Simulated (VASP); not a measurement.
# SiNi (Pm) in VASP: further runs

SiNi is run at these levels: PBE; tasks: single point.

Everything below comes from runs of VASP 6.6.1. Logs are shortened: lines on timing, memory, paths and dates and some standing lists are left out, and cuts for length are marked.

## Step 1: The cell of the first run

The structure is monoclinic, space group Pm (No. 6). The conventional cell has a = 3.055 Å, b = 3.258 Å, c = 4.709 Å, α = 90.00°, β = 90.00°, γ = 90.00°. Si (site symmetry m) has 6 Ni at 2.22 to 2.53 Å and 4 Si at 2.68 Å within 2.9 Å. Si (site symmetry m) has 6 Ni at 2.16 to 2.55 Å and 4 Si at 2.68 Å within 2.9 Å. Ni (site symmetry m) has 6 Si at 2.16 to 2.55 Å and 2 Ni at 2.61 Å within 2.9 Å. Ni (site symmetry m) has 6 Si at 2.35 to 2.40 Å and 6 Ni at 2.61 to 3.06 Å within 3.1 Å.

## Step 2: Single point, PBE (atom 3 (Ni) moved by (-0.300, -0.150) A along x and z)

Contents of INCAR:

```
  PREC = Accurate
  ENCUT = 520
  EDIFF = 1E-6
  ISMEAR = 0
  SIGMA = 0.15
  LREAL = F
  LASPH = T
  NELM = 80
  ALGO = Normal
  ISIF = 2
  LWAVE = F
  LCHARG = F
  GGA = PE
  NBANDS = 22
```

Contents of KPOINTS:

```
regular mesh
0
Gamma
  16 14 10
```

Contents of POSCAR:

```
SiNi
1.0
    3.0552835660      0.0000000000      0.0000000000
    0.0000000000      3.2583147222      0.0000000000
    0.0000000000      0.0000000000      4.7093899546
Si Ni
2 2
Direct
    0.5000000000      0.5000000000      0.8431827244
    0.0000000000      0.0000000000      0.1568172756
    0.4018094414      0.5000000000      0.3104547175
    0.0000000000      0.0000000000      0.6576940233
```

Potentials or basis: VASP PAW PBE potentials, release 64 (Si, Ni).

Launch:

```sh
$ cat potpaw_PBE.64/Si/POTCAR potpaw_PBE.64/Ni/POTCAR > POTCAR
$ mpirun -np 1 vasp_std > vasp.out
```

OUTCAR:

```text
PREC = Accurate
   ENCUT = 520
   EDIFF = 1E-6
   ISMEAR = 0
   LREAL = F
   LASPH = T
   NELM = 80
   ISIF = 2
   GGA = PE

 ion  position               nearest neighbor table
   1  0.500  0.500  0.843-   3 2.22   4 2.40   4 2.40   4 2.40   4 2.40   3 2.53   2 2.68   2 2.68
                             2 2.68   2 2.68
   2  0.000  0.000  0.157-   3 2.16   3 2.16   4 2.35   4 2.36   3 2.55   3 2.55   1 2.68   1 2.68
                             1 2.68   1 2.68
   3  0.402  0.500  0.310-   2 2.16   2 2.16   1 2.22   1 2.53   2 2.55   2 2.55   4 2.61   4 2.61
                             4 2.94   4 2.94
   4  0.000  0.000  0.658-   2 2.35   2 2.36   1 2.40   1 2.40   1 2.40   1 2.40   3 2.61   3 2.61
                             3 2.94   3 2.94

  LATTYP: Found a simple orthorhombic cell.
 ALAT       =     3.0552835660
 B/A-ratio  =     1.0664524755
 C/A-ratio  =     1.5413921009

  Lattice vectors:

 A1 = (   3.0552835660,   0.0000000000,   0.0000000000)
 A2 = (   0.0000000000,   3.2583147222,   0.0000000000)
 A3 = (   0.0000000000,   0.0000000000,   4.7093899546)

Analysis of symmetry for initial positions (statically):
=====================================================================
 Subroutine PRICEL returns:
 Original cell was already a primitive cell.

 Routine SETGRP: Setting up the symmetry group for a
 simple orthorhombic supercell.

 Subroutine GETGRP returns: Found  2 space group operations
 (whereof  2 operations were pure point group operations)
 out of a pool of  8 trial point group operations.

The static configuration has the point symmetry C_1h.

Analysis of symmetry for dynamics (positions and initial velocities):
=====================================================================
 Subroutine PRICEL returns:
 Original cell was already a primitive cell.

 Routine SETGRP: Setting up the symmetry group for a
 simple orthorhombic supercell.

 Subroutine GETGRP returns: Found  2 space group operations
 (whereof  2 operations were pure point group operations)
 out of a pool of  8 trial point group operations.

The dynamic configuration has the point symmetry C_1h.

 Subroutine INISYM returns: Found  2 space group operations
 (whereof  2 operations are pure point group operations),
 and found     1 'primitive' translations

----------------------------------------------------------------------------------------

                                     Primitive cell

  volume of cell :      46.8823

  direct lattice vectors                    reciprocal lattice vectors
     3.055283566  0.000000000  0.000000000     0.327301862  0.000000000  0.000000000
     0.000000000  3.258314722  0.000000000     0.000000000  0.306907124  0.000000000
     0.000000000  0.000000000  4.709389955     0.000000000  0.000000000  0.212341728

  length of vectors
     3.055283566  3.258314722  4.709389955     0.327301862  0.306907124  0.212341728

  position of ions in fractional coordinates (direct lattice)
     0.500000000  0.500000000  0.843182724
     0.000000000  0.000000000  0.156817276
     0.401809441  0.500000000  0.310454718
     0.000000000  0.000000000  0.657694023

  ion indices of the primitive-cell ions
   primitive index   ion index
                 1           1
                 2           2
                 3           3
                 4           4

----------------------------------------------------------------------------------------

 KPOINTS: regular mesh

Automatic generation of k-mesh.
 Grid dimensions read from file:
 generate k-points for:   16   14   10

 Generating k-lattice:

  Cartesian coordinates                     Fractional coordinates (reciprocal lattice)
     0.020456366  0.000000000  0.000000000     0.062500000  0.000000000  0.000000000
     0.000000000  0.021921937  0.000000000     0.000000000  0.071428571  0.000000000
     0.000000000  0.000000000  0.021234173     0.000000000  0.000000000  0.100000000

  Length of vectors
     0.020456366  0.021921937  0.021234173

  Shift w.r.t. Gamma in fractional coordinates (k-lattice)
     0.000000000  0.000000000  0.000000000

 Subroutine IBZKPT returns following result:
 ===========================================

 Found    656 irreducible k-points:

 Following reciprocal coordinates:
            Coordinates               Weight
  0.000000  0.000000  0.000000      1.000000
  0.062500  0.000000  0.000000      2.000000
  0.125000  0.000000  0.000000      2.000000
  0.187500  0.000000  0.000000      2.000000
  0.250000  0.000000  0.000000      2.000000
  0.312500  0.000000  0.000000      2.000000
[... 16 lines left out ...]
  0.250000  0.142857  0.000000      4.000000
  0.312500  0.142857  0.000000      4.000000
 [... further k-points ...]
   k-points           NKPTS =    656   k-points in BZ     NKDIM =    656   number of bands    NBANDS=     22
   number of dos      NEDOS =    301   number of ions     NIONS =      4
   total plane-waves  NPLWV =  20736
   dimension x,y,z NGX =    24 NGY =   24 NGZ =   36
   dimension x,y,z NGXF=    48 NGYF=   48 NGZF=   72
   ions per type =               2   2
   NGX,Y,Z   is equivalent  to a cutoff of  13.06, 12.25, 12.71 a.u.
   NGXF,Y,Z  is equivalent  to a cutoff of  26.12, 24.49, 25.42 a.u.
 SYSTEM =  unknown system
   PREC   = accura    normal or accurate (medium, high low for compatibility)
   ISTART =      0    job   : 0-new  1-cont  2-samecut
   ICHARG =      2    charge: 1-file 2-atom 10-const
   ISPIN  =      1    spin polarized calculation?
   LNONCOLLINEAR =      F non collinear calculations
   LSORBIT =      F    spin-orbit coupling
   LASPH  =      T    aspherical Exc in radial PAW
   ENCUT  =  520.0 eV  38.22 Ry    6.18 a.u.   5.68  6.06  8.76*2*pi/ulx,y,z
   NELM   =     80;   NELMIN=  2; NELMDL= -5     # of ELM steps
   EDIFF  = 0.1E-05   stopping-criterion for ELM
   LREAL  =      F    real-space projection
   EDIFFG = 0.1E-04   stopping-criterion for IOM
   NSW    =      0    number of steps for IOM
   IBRION =     -1    ionic relax: 0-MD 1-quasi-New 2-CG
   NFREE  =      0    steps in history (QN), initial steepest desc. (CG)
   ISIF   =      2    stress and relaxation
   ISYM   =      2    0-nonsym 1-usesym 2-fastsym
   POTIM  = 0.5000    time-step for ionic-motion
   TEBEG  =    0.0;   TEEND  =   0.0 temperature during run
   PSTRESS=    0.0 pullay stress
   NELECT =      28.0000    total number of electrons
   NUPDOWN=      -1.0000    fix difference up-down
   EMIN   =  10.00;   EMAX   =-10.00  energy-range for DOS
   EFERMI =   0.00;   METHOD = LEGACY
   ISMEAR =     0;   SIGMA  =   0.15  broadening in eV -4-tet -1-fermi 0-gaus
   EFERMI_NEDOS =   21; number of points for ismear=-14 and -15
   IALGO  =     38    algorithm
   IMIX   =      4    mixing-type and parameters
     AMIX     =   0.40;   BMIX     =  1.00
     AMIX_MAG =   1.60;   BMIX_MAG =  1.00
  volume/ion in A,a.u.               =      11.72        79.09
  Fermi-wavevector in a.u.,A,eV,Ry     =   1.378662  2.605293 25.860711  1.900709
  Thomas-Fermi vector in A             =   2.503703
   LORBIT       =      0    0 simple, 1 ext, 2 COOP (PROOUT), +10 PAW based schemes
   GGA     = PE    functional components
   LHFCALC =     F    Hartree Fock is set to
   AEXX    =    0.0000 exact exchange contribution
   IVDW    =     0    specifies the selected vdW correction
   LEPSILON=     F    determine dielectric tensor
   LRPA    =     F    only Hartree local field effects (RPA)
 non-spin polarized calculation
 Gauss-broadening in eV      SIGMA  =   0.15
  energy-cutoff  :      520.00
  volume of cell :       46.88
 maximum number of plane-waves:      1284
 NGX is ok and might be reduce to    24
   NGX = 11   NGY = 13   NGZ = 17

 number of electron      28.0000018 magnetization

 Free energy of the ion-electron system (eV)
  ---------------------------------------------------
  ext. energy  EPLUGINS =         0.00000000
  ---------------------------------------------------
  free energy    TOTEN  =       -23.16276766 eV

  energy without entropy =      -23.14922099  energy(sigma->0) =      -23.15599433

 E-fermi :  11.0938     XC(G=0): -12.3924

 val. band max:       11.0919331970   @ k =   0.3750   0.2143   0.0000
 cond. band min:      11.0945002740   @ k =   0.3750   0.5000   0.4000
 fundamental gap:      0.0025670770
 Fermi energy:        11.0937679154

 k-point     1 :       0.0000    0.0000    0.0000
  band No.  band energies     occupation
      1      -2.6561      2.00000
      2       3.0678      2.00000
      3       4.8333      2.00000
      4       6.9718      2.00000
      5       7.3698      2.00000
      6       8.0137      2.00000
[... 14 lines left out ...]
     21      19.7256      0.00000
     22      20.5551      0.00000

 k-point     2 :       0.0625    0.0000    0.0000
  band No.  band energies     occupation
      1      -2.5954      2.00000
      2       3.1128      2.00000
      3       4.8791      2.00000
      4       6.9413      2.00000
      5       7.3877      2.00000
      6       7.9895      2.00000
[... 14 lines left out ...]
     21      19.7870      0.00000
     22      20.5803      0.00000

 k-point     3 :       0.1250    0.0000    0.0000
  band No.  band energies     occupation
      1      -2.4135      2.00000
      2       3.2424      2.00000
      3       5.0144      2.00000
      4       6.7814      2.00000
      5       7.4382      2.00000
      6       7.9006      2.00000
[... 14 lines left out ...]
     21      19.9684      0.00000
     22      20.6525      0.00000

 k-point     4 :       0.1875    0.0000    0.0000
  band No.  band energies     occupation
      1      -2.1120      2.00000
      2       3.4341      2.00000
      3       5.2304      2.00000
      4       6.3316      2.00000
      5       7.5065      2.00000
      6       7.7808      2.00000
[... 14 lines left out ...]
     21      20.2441      0.00000
     22      20.7502      0.00000

 k-point     5 :       0.2500    0.0000    0.0000
  band No.  band energies     occupation
      1      -1.6932      2.00000
      2       3.6107      2.00000
      3       5.4825      2.00000
      4       5.6800      2.00000
      5       7.5258      2.00000
      6       7.6827      2.00000
[... 14 lines left out ...]
     21      20.6034      0.00000
     22      20.7832      0.00000

 k-point     6 :       0.3125    0.0000    0.0000
  band No.  band energies     occupation
      1      -1.1611      2.00000
      2       3.4965      2.00000
      3       5.1500      2.00000
      4       5.8580      2.00000
      5       7.4273      2.00000
      6       7.5361      2.00000
[... 14 lines left out ...]
     21      20.0485      0.00000
     22      20.9458      0.00000

 k-point     7 :       0.3750    0.0000    0.0000
  band No.  band energies     occupation
      1      -0.5214      2.00000
      2       2.8349      2.00000
      3       5.2372      2.00000
      4       6.1738      2.00000
      5       7.3234      2.00000
      6       7.3291      2.00000
[... 324 lines left out ...]
      6       7.7937      2.00000
[... 14 lines left out ...]
     21      20.0599      0.00000
     22      20.9420      0.00000

 k-point    21 :       0.1250    0.1429    0.0000
  band No.  band energies     occupation
      1      -2.1373      2.00000
      2       3.3674      2.00000
      3       5.2192      2.00000
      4       6.4345      2.00000
      5       7.3477      2.00000
      6       7.6176      2.00000
[... 14 lines left out ...]
     21      19.1122      0.00000
     22      19.9430      0.00000

 k-point    22 :       0.1875    0.1429    0.0000
  band No.  band energies     occupation
      1      -1.8386      2.00000
      2       3.5450      2.00000
      3       5.4266      2.00000
      4       6.2986      2.00000
      5       7.1269      2.00000
      6       7.5551      2.00000
[... 14 lines left out ...]
     21      18.6704      0.00000
     22      20.0679      0.00000

 k-point    23 :       0.2500    0.1429    0.0000
  band No.  band energies     occupation
      1      -1.4239      2.00000
      2       3.7076      2.00000
      3       5.6651      2.00000
      4       5.8052      2.00000
      5       7.0590      2.00000
      6       7.5429      2.00000
[... 14 lines left out ...]
     21      18.2298      0.00000
     22      21.6073      0.00000

 k-point    24 :       0.3125    0.1429    0.0000
  band No.  band energies     occupation
      1      -0.8974      2.00000
      2       3.6141      2.00000
      3       5.2964      2.00000
      4       6.0140      2.00000
      5       7.0325      2.00000
      6       7.4071      2.00000
[... 14 lines left out ...]
     21      18.4782      0.00000
     22      21.8282      0.00000

 [... further k-points ...]
[... 5 lines left out ...]
  --------------------------------------------------------------------------------------
  -------------------------------------------------------------------------------------
  Total        0.7768646      2.5257179      2.5054852      0.0000000      0.0000000      1.2513822
  in kB       26.5489094     86.3149876     85.6235474      0.0000000      0.0000000     42.7652821
  external PRESSURE =      66.1624815 kB  Pullay stress =       0.0000000 kB

 VOLUME and BASIS-vectors are now :
 -----------------------------------------------------------------------------
  energy-cutoff  :      520.00
  volume of cell :       46.88
      direct lattice vectors                 reciprocal lattice vectors
     3.055283566  0.000000000  0.000000000     0.327301862  0.000000000  0.000000000
     0.000000000  3.258314722  0.000000000     0.000000000  0.306907124  0.000000000
     0.000000000  0.000000000  4.709389955     0.000000000  0.000000000  0.212341728

 POSITION                                       TOTAL-FORCE (eV/Angst)
 -----------------------------------------------------------------------------------
      1.52764      1.62916      3.97088        -0.148283      0.000000     -1.042841
      0.00000      0.00000      0.73851        -1.493333      0.000000     -0.900077
      1.22764      1.62916      1.46205         2.116344      0.000000      2.105521
      0.00000      0.00000      3.09734        -0.474728      0.000000     -0.162603
 -----------------------------------------------------------------------------------
    total drift:                               -0.000059      0.000000      0.000889

  FREE ENERGIE OF THE ION-ELECTRON SYSTEM (eV)
  ---------------------------------------------------
  free  energy   TOTEN  =       -23.1627676623 eV

  energy  without entropy=      -23.1492209882  energy(sigma->0) =      -23.15599433
```

Run time: 6 min. Hardware: 1 thread of Intel Xeon 6975P-C, shared host; peak memory 0.63 GiB.

Results:

```
Free energy            : -23.1628 eV
Pressure               : 6.6 GPa
Largest force          : 2.985 eV/Å
Band gap on the k mesh : zero (band 14 reaches 13.21 eV, above the bottom of band 15 at 10.60 eV)
```

Forces in eV/Å, atoms in the order of the input:
```
Si  -0.148  0.000 -1.043
Si  -1.493  0.000 -0.900
Ni   2.116  0.000  2.106
Ni  -0.475  0.000 -0.163
```

Caveat: the cell differs from its parent crystal (atom 3 (Ni) moved by (-0.300, -0.150) A along x and z); forces of over 1 eV/Å act on the atoms, so gaps and moduli don't describe the material at rest. Spin polarisation is off, so any magnetic state and its effect on volume and gap are missing.

## Step 3: Single point, PBE (atom 3 (Ni) moved by (-0.300, +0.150) A along x and z)

Contents of INCAR:

```
ALGO = Normal ; EDIFF = 1E-6
ENCUT = 520 ; GGA = PE
ISIF = 2 ; ISMEAR = 0
LASPH = True ; LCHARG = False
LREAL = False ; LWAVE = False
NBANDS = 22 ; NELM = 60
PREC = Accurate ; SIGMA = 0.15
```

Contents of KPOINTS:

```
k-points
0
Gamma
  16 14 10
```

Edit POSCAR of step 2 so:

```diff
@@ -10,3 +10,3 @@
     0.0000000000      0.0000000000      0.1568172756
-    0.4018094414      0.5000000000      0.3104547175
+    0.4018094414      0.5000000000      0.3741572359
     0.0000000000      0.0000000000      0.6576940233
```

Potentials or basis: VASP PAW PBE potentials, release 64 (Si, Ni).

Launch:

```sh
$ cat potpaw_PBE.64/Si/POTCAR potpaw_PBE.64/Ni/POTCAR > POTCAR
$ mpirun -np 1 vasp_std > vasp.out
```

It took 6.1 min on 1 thread of Intel Xeon 6975P-C, shared host; peak memory 0.63 GiB.

Results (log left out):

```yaml
Free_energy: -23.2157 eV
Pressure: 3.5 GPa
Largest_force: 2.465 eV/Å
Band_gap_on_the_k_mesh: zero (band 14 reaches 13.22 eV, above the bottom of band 15 at 10.65 eV)
```

Forces in eV/Å, atoms in the order of the input:
```
Si  -0.139  0.000  0.974
Si  -0.705  0.000  0.059
Ni   1.795  0.000 -1.690
Ni  -0.950  0.000  0.658
```

Stress tensor (GPa, compression positive):
```
1.42 0.00 1.49
0.00 6.11 0.00
1.49 0.00 2.83
```

Levels at points of the mesh, in eV from the Fermi level:
```csv
k point,band 11,band 12,band 13,band 14,band 15,band 16,band 17,band 18
"(0.00, 0.00, 0.00)",-2.29,-1.69,-1.63,-0.83,0.98,3.01,4.70,5.81
"(0.50, 0.00, 0.00)",-2.17,-1.95,-1.75,-1.29,1.48,1.61,3.32,3.71
"(0.00, 0.50, 0.00)",-2.08,-2.03,-1.92,-1.91,1.28,1.31,4.08,4.56
"(0.50, 0.50, 0.00)",-1.89,-1.89,-1.59,-1.53,1.25,1.39,2.21,2.58
"(0.00, 0.00, 0.50)",-2.21,-1.73,1.43,2.11,2.16,2.26,2.79,3.37
"(0.50, 0.00, 0.50)",-1.85,-1.78,-1.62,-1.15,3.71,3.97,4.72,5.44
"(0.00, 0.50, 0.50)",-1.96,-1.95,-1.66,-1.65,4.53,4.69,4.93,5.26
"(0.50, 0.50, 0.50)",-1.92,-1.92,-1.50,-1.43,-0.43,-0.41,1.00,1.11
```

Caveat: the cell differs from its parent crystal (atom 3 (Ni) moved by (-0.300, +0.150) A along x and z); forces of over 1 eV/Å act on the atoms, so gaps and moduli don't describe the material at rest. Spin polarisation is off, so any magnetic state and its effect on volume and gap are missing.
